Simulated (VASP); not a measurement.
Here is a VASP 6.6.1 calculation.

File INCAR:

```
SYSTEM = C
  PREC = Accurate
  ENCUT = 520
  EDIFF = 1E-7
  ISMEAR = 0
  SIGMA = 0.015
  LREAL = .False.
  LASPH = .True.
  NELM = 80
  ALGO = Normal
  ISIF = 2
  LWAVE = .False.
  LCHARG = .False.
  GGA = PE
  NBANDS = 11
```

KPOINTS

```
Automatic mesh
0
Gamma
  13 13 8
  0 0 0
```

Contents of POSCAR:

```
C
1.0
    2.1273203072     -1.2282824400      0.0000000000
    2.1273203072      1.2282824400      0.0000000000
   -1.3790696309      0.0000000000      3.5028300786
C
2
Direct
    0.1666444700      0.1666444700      0.9999069600
    0.8333555300      0.8333555300      0.0000930400
```

Potentials or basis: VASP PAW PBE potentials, release 64 (C).

Launch:

```console
$ cat potpaw_PBE.64/C/POTCAR > POTCAR
$ mpirun -np 1 vasp_std > vasp.out
```

**Question.** Estimate the band gap on the k mesh.

**Answer.** 0.93 eV, indirect (least direct gap 0.94 eV).

**Question.** Predict the largest force.

**Answer.** 0.005 eV/Å.

**Question.** Estimate the pressure.

**Answer.** 4.2 GPa.

Stress tensor (GPa, compression positive):
```
 5.34  0.00 -0.03
 0.00  5.27  0.00
-0.03  0.00  2.13
```

Caveat: this functional lacks dispersion, which binds the layers, so the pressure and a relaxed spacing across them are unreliable. A k mesh can miss the band edges.
